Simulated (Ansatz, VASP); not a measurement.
## FeO in VASP and in Ansatz

File INCAR:

```
PREC     = Accurate       # precision mode
ENCUT    = 520            # plane-wave cutoff, eV
EDIFF    = 1E-7           # SCF threshold, eV
ISMEAR   = -1             # smearing method
SIGMA    = 0.05           # smearing width, eV
LREAL    = F              # projectors in reciprocal space
LASPH    = T              # aspherical terms in the spheres
NELM     = 150            # most SCF steps
ALGO     = Normal         # electronic algorithm
ISIF     = 2              # what is computed and relaxed
LWAVE    = F              # write WAVECAR
LCHARG   = F              # write CHGCAR
ISPIN    = 2              # spin polarisation
MAGMOM   = 3 0            # initial moments
LORBIT   = 11             # projections on sites
LMAXMIX  = 4              # l up to which the mixer works
GGA      = RE             # functional
NBANDS   = 18             # bands
```

Contents of KPOINTS:

```
regular mesh
0
Gamma
  11 11 11
```

The input POSCAR:

```
FeO
1.0
    0.0000000000      2.1409337923      2.1409337923
    2.1409337923      0.0000000000      2.1409337923
    2.1409337923      2.1409337923      0.0000000000
Fe O
1 1
Direct
    0.0000000000      0.0000000000      0.0000000000
    0.5000000000      0.5000000000      0.5000000000
```

The input input.yaml:

```yaml
crystal:
  lattice:
    - [0.0, 2.1409337923, 2.1409337923]
    - [2.1409337923, 0.0, 2.1409337923]
    - [2.1409337923, 2.1409337923, 0.0]
  atoms:
    - { symbol: Fe, position: [0.0, 0.0, 0.0], spin: 3.0 }
    - { symbol: O, position: [0.5, 0.5, 0.5] }
hamiltonian:
  xc: revpbe
  pseudopotentials: { kind: paw }
magnetization:
  spin_polarized: true
kpoints:
  mp_grid: { grid: [11, 11, 11] }
scf:
  occupations: { method: fermi_dirac, width: 0.05 }
output:
  forces: true
  stress: true
  eigenvalues: true
  write_density: true
  write_potential: true
  elf: true
  volumetric_format: npy
```

Alike in both runs: task single point; functional revPBE; k mesh 11 × 11 × 11; occupations fermi-dirac, width 0.05 eV; collinear spin.

|  | VASP | Ansatz |
| --- | --- | --- |
| version | VASP 6.6.1 | Ansatz 0.2.0 |
| potentials or method | VASP PAW PBE potentials, release 64 (Fe, O) | Ansatz PAW |
| plane-wave cutoff (eV) | 520 | 420 |
| valence electrons in the cell | 14 | 22 |

Ansatz gave:

* gap on the k mesh at the Fermi level (eV): none
* pressure (GPa): 7.8
* net moment per atom (μB): 2.00
* size of the moment on the site where the two differ most (μB): 3.45

Question: Which values does VASP return?

Answer: gap on the k mesh at the Fermi level (eV): none; pressure (GPa): 8.0; net moment per atom (μB): 2.00; size of the moment on the site where the two differ most (μB): 3.62.

VASP's potentials were made for PBE, not for revPBE. Site moments also hang on the region over which each program counts them. A gap of «none» marks a metal or a gap that the smearing closes. VASP's potentials hold 14 valence electrons a cell and Ansatz's 22, so a difference there can come from the potentials and not from the codes.
